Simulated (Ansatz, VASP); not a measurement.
Rh in VASP and in Ansatz

```
Rh
1.0
    -0.19151    1.99165    1.91505
     1.99165   -0.19151    1.91505
     1.80015    1.80015    0.00000
Rh
1
Cartesian
  0.0000 0.0000 0.0000
```

Change from the starting cell: engineering shear strain xy -0.2000, equal normal strain along x and y +0.0400.

Alike in both runs: task single point; functional PBE; k mesh 20 × 20 × 20; occupations gaussian, width 0.15 eV; no spin polarisation.

|  | VASP | Ansatz |
| --- | --- | --- |
| version | VASP 6.6.1 | Ansatz 0.2.0 |
| potentials or method | VASP PAW PBE potentials, release 64 (Rh_pv), cutoff 520 eV | scalar-relativistic, plane waves, PAW |
| valence electrons in the cell | 15 | 17 |

VASP gave:

```
gap on the k mesh at the Fermi level (eV)                     : none
pressure (GPa)                                                : -7.5
traceless stress, the component that is largest in VASP (GPa) : 21.71
```

Q: Estimate Ansatz's values.

A: gap on the k mesh at the Fermi level (eV): none; pressure (GPa): -7.4; traceless stress, the component that is largest in VASP (GPa): 21.66.

A gap of «none» marks a metal or a gap that the smearing closes. VASP's potentials hold 15 valence electrons a cell and Ansatz's 17, so a difference there can come from the potentials and not from the codes.
